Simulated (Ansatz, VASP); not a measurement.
# One calculation of WSe2, two programs

```xyz
3
Lattice="3.4348 0.0000 0.0000 -1.7174 2.9746 0.0000 0.0000 0.0000 6.3845" Properties=species:S:1:pos:R:3 pbc="T T T"
W     0.0000    0.0000    0.0000
Se    0.0000    1.9831    1.6117
Se    0.0000    1.9831    4.7728
```

Alike in both runs: task single point; functional PBE; dispersion D3(BJ); k mesh 9 × 9 × 4; occupations gaussian, width 0.05 eV; no spin polarisation.

|  | VASP | Ansatz |
| --- | --- | --- |
| version | VASP 6.6.1 | Ansatz 0.2.0 |
| potentials or method | VASP PAW PBE potentials, release 64 (W_sv, Se), cutoff 520 eV | scalar-relativistic, plane waves, PAW |
| valence electrons in the cell | 26 | 46 |

VASP gave:

```
gap on the k mesh at the Fermi level (eV)                     : 0.26
least direct gap on the mesh (eV)                             : 1.06
pressure (GPa)                                                : -2.7
traceless stress, the component that is largest in VASP (GPa) : 10.36
rms of the force components (eV/Å)                            : 0.047
```

Question: Estimate Ansatz's values.

Answer: gap on the k mesh at the Fermi level (eV): 0.27; least direct gap on the mesh (eV): 1.06; pressure (GPa): -3.0; traceless stress, the component that is largest in VASP (GPa): 10.29; rms of the force components (eV/Å): 0.068.

Atom by atom the forces differ by 0.021 eV/Å (rms over components). VASP's potentials hold 26 valence electrons a cell and Ansatz's 46, so a difference there can come from the potentials and not from the codes.

Neither program's run includes spin-orbit coupling.
